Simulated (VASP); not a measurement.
PbS:

```
Pb S
1.0
     2.06375   -5.86928    0.00000
     2.06375    5.86928    0.00000
     0.00000    0.00000    4.26044
Pb S
2 2
Direct
  0.87228 0.12772 0.75000
  0.12772 0.87228 0.25000
  0.64368 0.35632 0.75000
  0.35632 0.64368 0.25000
```

Base run:

- Program: VASP 6.6.1
- Functional: r2SCAN
- Potentials or basis: VASP PAW PBE potentials, release 64 (Pb_d, S)
- Cutoff: 520 eV
- k mesh: 4 × 4 × 4
- Occupations: gaussian, width 0.01 eV
- Spin: no spin polarisation

Its results: band gap on the k mesh 1.52 eV, indirect (least direct gap 1.95 eV); pressure 1.0 GPa; largest force 0.039 eV/Å.

Task: The run is repeated on the same cell with these changes: functional from r2SCAN to LDA; potentials or basis from VASP PAW PBE potentials, release 64 (Pb_d, S) to VASP PAW LDA potentials, release 64 (Pb_d, S). What comes out?

Result: Band gap on the k mesh 1.12 eV, indirect (least direct gap 1.52 eV); pressure -2.8 GPa; largest force 0.091 eV/Å.

Caveats: spin-orbit coupling is left out, which moves the levels of the heavy elements; the PAW data sets were made with another functional, which shifts forces and pressure a little (some runs).

A k mesh can miss the band edges.
